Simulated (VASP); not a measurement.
# BN (Pm) in VASP: further runs, part 2 of 2

VASP 6.6.1. The steps go on from the part before.

## (4) Single point, PBE+D3(BJ) (atoms displaced along a vibrational mode, the cell strained)

File INCAR:

```
PREC = Accurate
ENCUT = 520
EDIFF = 1E-6
ISMEAR = 1
SIGMA = 0.05
LREAL = False
LASPH = True
NELM = 80
ALGO = Normal
ISIF = 2
LWAVE = False
LCHARG = False
GGA = PE
IVDW = 12
NBANDS = 16
```

File KPOINTS:

```
regular mesh
0
Gamma
  12 12 4
```

File POSCAR:

```
BN
1.0
    2.3890773168      0.0000000000      0.0000000000
   -1.1945386584      2.1703573356      0.0000000000
    0.0000000000      0.0000000000      6.5923998870
B N
2 2
Direct
   -0.0691507274      0.0000000000      0.5000000000
    0.4026039588      0.6666666667      0.0000000000
    0.0689367990      0.0000000000      0.0000000000
    0.5976373354      0.3333333333      0.5000000000
```

Potentials or basis: VASP PAW PBE potentials, release 64 (B, N).

Started as:

```sh
cat potpaw_PBE.64/B/POTCAR potpaw_PBE.64/N/POTCAR > POTCAR
mpirun -np 1 vasp_std > vasp.out
```

OUTCAR:

```text
PREC = Accurate
   ENCUT = 520
   EDIFF = 1E-6
   ISMEAR = 1
   LREAL = False
   LASPH = True
   NELM = 80
   ISIF = 2
   GGA = PE
   IVDW = 12
 IVDW          = 12

 ion  position               nearest neighbor table
   1  0.931  0.000  0.500-   4 1.40   4 1.40   4 1.45
   2  0.403  0.667  0.000-   3 1.40   3 1.40   3 1.45
   3  0.069  0.000  0.000-   2 1.40   2 1.40   2 1.45
   4  0.598  0.333  0.500-   1 1.40   1 1.40   1 1.45

  LATTYP: Found a base centered orthorhombic cell.
 ALAT       =     2.3890773168
[... 658 lines left out ...]

  FORCE on cell =-STRESS in cart. coord.  units (eV):
  Direction    XX          YY          ZZ          XY          YZ          ZX
  --------------------------------------------------------------------------------------
  -------------------------------------------------------------------------------------
  Total      10.69752     2.01908    -0.02682     0.06282     0.00000     0.00000
  in kB     501.40528    94.63654    -1.25729     2.94437     0.00000     0.00000
  external pressure =      198.26 kB  Pullay stress =        0.00 kB

 VOLUME and BASIS-vectors are now :
 -----------------------------------------------------------------------------
  energy-cutoff  :      520.00
  volume of cell :       34.18
      direct lattice vectors                 reciprocal lattice vectors
     2.389077317  0.000000000  0.000000000     0.418571636  0.230376810  0.000000000
    -1.194538658  2.170357336  0.000000000     0.000000000  0.460753620  0.000000000
     0.000000000  0.000000000  6.592399887     0.000000000  0.000000000  0.151689827

 POSITION                                       TOTAL-FORCE (eV/Angst)
 -----------------------------------------------------------------------------------
      2.22387      0.00000      3.29620         0.015153     -0.802481      0.000000
      0.16549      1.44690      0.00000        -0.028259     -0.800829      0.000000
      0.16470      0.00000      0.00000         0.001339      0.780785      0.000000
      1.02962      0.72345      3.29620         0.011766      0.822526      0.000000
 -----------------------------------------------------------------------------------
    total drift:                               -0.000061      0.000657     -0.000001

  FREE ENERGIE OF THE ION-ELECTRON SYSTEM (eV)
  ---------------------------------------------------
  free  energy   TOTEN  =       -35.4623317136 eV

  energy  without entropy=      -35.4623799513  energy(sigma->0) =      -35.46234779
```

OSZICAR:

```text
N       E                     dE             d eps       ncg     rms          rms(c)
DAV:   1     0.422229699539E+02    0.42223E+02   -0.77319E+03  7112   0.931E+02
DAV:   2    -0.361641073178E+02   -0.78387E+02   -0.71432E+02  9888   0.217E+02
DAV:   3    -0.389391417076E+02   -0.27750E+01   -0.27647E+01  9064   0.394E+01
DAV:   4    -0.389544525661E+02   -0.15311E-01   -0.15308E-01  9056   0.332E+00
DAV:   5    -0.389545867625E+02   -0.13420E-03   -0.13420E-03  9016   0.296E-01    0.120E+01
DAV:   6    -0.353243996375E+02    0.36302E+01   -0.53639E+00  9392   0.181E+01    0.546E+00
DAV:   7    -0.349530074054E+02    0.37139E+00   -0.72395E-01  9640   0.622E+00    0.331E+00
DAV:   8    -0.348690275292E+02    0.83980E-01   -0.23810E-01  9152   0.339E+00    0.469E-01
DAV:   9    -0.348651090842E+02    0.39184E-02   -0.15996E-02  8080   0.104E+00    0.218E-01
DAV:  10    -0.348659112207E+02   -0.80214E-03   -0.11947E-03  8560   0.276E-01    0.379E-02
DAV:  11    -0.348659967236E+02   -0.85503E-04   -0.94585E-05  8824   0.788E-02    0.255E-02
DAV:  12    -0.348660180835E+02   -0.21360E-04   -0.29257E-05  7760   0.391E-02    0.301E-03
DAV:  13    -0.348660189098E+02   -0.82632E-06   -0.97366E-07  8664   0.883E-03
   1 F= -.35462332E+02 E0= -.35462348E+02  d E =0.482377E-04
```

It took 58 s on 1 thread of Intel Xeon Platinum 8488C (Sapphire Rapids), shared host; peak memory 0.23 GiB.

What came out:

```yaml
Free_energy: -35.4623 eV
Pressure: 19.8 GPa
Largest_force: 0.823 eV/Å
Band_gap_on_the_k_mesh: 4.05 eV (least direct gap 4.40 eV)
Dispersion_energy_per_atom: -0.149 eV
```

Forces on the atoms (eV/Å):
```
B    0.015 -0.802  0.000
B   -0.028 -0.801  0.000
N    0.001  0.781  0.000
N    0.012  0.823  0.000
```

Levels at points of the mesh, in eV from the valence-band top:
| k point | band 5 | band 6 | band 7 | band 8 | band 9 | band 10 | band 11 | band 12 |
| --- | --- | --- | --- | --- | --- | --- | --- | --- |
| (0.00, 0.00, 0.00) | -1.55 | -1.47 | -1.24 | -1.16 | 5.12 | 10.43 | 11.05 | 11.38 |
| (0.50, 0.00, 0.00) | -4.62 | -4.53 | -1.09 | -0.96 | 4.96 | 5.13 | 9.71 | 10.01 |
| (0.50, 0.50, 0.00) | -4.63 | -4.53 | -1.47 | -0.46 | 4.05 | 5.98 | 9.74 | 10.01 |
| (0.00, 0.50, 0.00) | -3.87 | -3.78 | -1.80 | -1.15 | 4.25 | 5.53 | 10.74 | 11.21 |
| (0.00, 0.00, 0.50) | -1.55 | -1.47 | -1.24 | -1.16 | 7.56 | 7.58 | 11.27 | 11.34 |
| (0.50, 0.00, 0.50) | -4.61 | -4.54 | -0.99 | -0.92 | 4.72 | 4.81 | 9.98 | 10.14 |
| (0.50, 0.50, 0.50) | -4.62 | -4.54 | -1.00 | -0.92 | 4.77 | 4.80 | 10.04 | 10.06 |
| (0.00, 0.50, 0.50) | -3.87 | -3.79 | -1.46 | -1.38 | 4.58 | 4.60 | 11.41 | 11.48 |

Caveat: the cell differs from its parent crystal (atoms displaced along a vibrational mode, the cell strained); the stress differs along the axes, from -0 to 50 GPa.

## (5) Single point, PBE+D3(BJ) (atoms displaced along a vibrational mode, the cell strained)

File INCAR:

```
PREC = Accurate ; ENCUT = 520
EDIFF = 1E-7 ; ISMEAR = 1
SIGMA = 0.05 ; LREAL = False
LASPH = True ; NELM = 80
ALGO = Normal ; ISIF = 2
LWAVE = False ; LCHARG = True
GGA = PE ; IVDW = 12
LELF = True ; LVHAR = True
NBANDS = 16
```

File KPOINTS:

```
Automatic mesh
0
Gamma
  12 12 4
```

File POSCAR:

```
BN
1.0
    2.4477203560      0.0000000000      0.0000000000
   -1.2238601780      2.1703573356      0.0000000000
    0.0000000000      0.0000000000      6.5923998870
B N
2 2
Direct
   -0.0345753637      0.0000000000      0.5000000000
    0.3679686461      0.6666666667      0.0000000000
    0.0344683995      0.0000000000      0.0000000000
    0.6321520011      0.3333333333      0.5000000000
```

Started as:

```sh
cat potpaw_PBE.64/B/POTCAR potpaw_PBE.64/N/POTCAR > POTCAR
mpirun -np 1 vasp_std > vasp.out
```

Wall time 69 s (1 thread of Intel Xeon Platinum 8488C (Sapphire Rapids), shared host); peak memory 0.23 GiB.

Results (log left out):

```yaml
Free_energy: -35.6572 eV
Pressure: 9.2 GPa
Largest_force: 0.349 eV/Å
Band_gap_on_the_k_mesh: 4.22 eV (least direct gap 4.49 eV)
Dispersion_energy_per_atom: -0.146 eV
```

Forces in eV/Å, atoms in the order of the input:
```
B    0.008 -0.341  0.000
B   -0.010 -0.342  0.000
N   -0.006  0.334  0.000
N    0.008  0.349  0.000
```

Stress tensor (GPa, compression positive):
```
23.25  0.15  0.00
 0.15  4.39  0.00
 0.00  0.00 -0.17
```

Levels at points of the mesh, in eV from the valence-band top:
```tsv
k point	band 6	band 7	band 8	band 9	band 10	band 11
(0.00, 0.00, 0.00)	-1.35	-1.32	-1.22	5.22	10.40	11.36
(0.50, 0.00, 0.00)	-4.28	-1.18	-0.80	4.70	5.35	9.70
(0.50, 0.50, 0.00)	-4.27	-1.38	-0.53	4.22	5.80	9.71
(0.00, 0.50, 0.00)	-3.92	-1.52	-0.88	4.35	5.56	10.27
(0.00, 0.00, 0.50)	-1.35	-1.31	-1.22	7.64	7.67	11.46
(0.50, 0.00, 0.50)	-4.29	-0.97	-0.88	4.70	4.78	9.92
(0.50, 0.50, 0.50)	-4.28	-0.98	-0.88	4.73	4.78	9.96
(0.00, 0.50, 0.50)	-3.93	-1.20	-1.10	4.64	4.69	10.65
```

Caveat: the cell differs from its parent crystal (atoms displaced along a vibrational mode, the cell strained); the stress differs along the axes, from -0 to 23 GPa. A k mesh can miss the band edges.

## (6) Overview

```csv
cell,gap on the mesh (eV),pressure (GPa),largest force (eV/Å)
"a = 2.389, b = 2.477, c = 6.592 Å, angles 90.0, 90.0, 118.8°, 4 atoms, atomic positions A",3.84,19.9,0.84
"a = 2.389, b = 2.477, c = 6.592 Å, angles 90.0, 90.0, 118.8°, 4 atoms, atomic positions B",4.31,19.8,0.81
"a = 2.389, b = 2.477, c = 6.592 Å, angles 90.0, 90.0, 118.8°, 4 atoms, atomic positions C",4.05,19.8,0.82
"a = 2.448, b = 2.492, c = 6.592 Å, angles 90.0, 90.0, 119.4°, 4 atoms, atomic positions B",4.22,9.2,0.35
```

Alike in all rows: task single point; level PBE+D3(BJ); potentials or basis VASP PAW PBE potentials, release 64 (B, N); no spin polarisation; k mesh 12 × 12 × 4; cutoff (eV) 520; smearing methfessel-paxton 0.05 eV.

Caveats: the stress differs along the axes, from -0 to 50 GPa (at least some runs); the stress differs along the axes, from 0 to 50 GPa (at least some runs); the stress differs along the axes, from -0 to 23 GPa (at least some runs).

Absolute energies hang on the potentials; compare differences alone.
